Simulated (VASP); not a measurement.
Runs of VASP 6.6.1 on Be. The structure is that of space group Im-3m (No. 229), or close to it. The cells are those of the table. 

| task | cell | k mesh for the DOS | occupations for the DOS | gap on the mesh (eV) | pressure (GPa) |
| --- | --- | --- | --- | --- | --- |
| single point | a = 1.826 Å, angles 109.5°, 1 atom | - | - | none | 148.3 |
| single point | a = 1.659 Å, angles 109.5°, 1 atom | - | - | none | 372.7 |
| single point | a = 1.741 Å, angles 109.5°, 1 atom | - | - | none | (a) |
| single point | a = 1.904 Å, angles 109.5°, 1 atom | - | - | none | (b) |
| single point | a = 2.165 Å, angles 109.5°, 1 atom | - | - | none | 0.2 |
| single point | a = 2.106 Å, angles 109.5°, 1 atom | - | - | none | 12.1 |

Alike in all rows: level PBE; potentials or basis VASP PAW PBE potentials, release 64 (Be); no spin polarisation; k mesh 21 × 21 × 21; cutoff (eV) 520; smearing fermi-dirac 0.08 eV.

**Question.** Estimate the missing entries.

**Answer.** (a) 240.3; (b) 91.1.

A gap of «none» marks levels without a gap at the run's occupations.
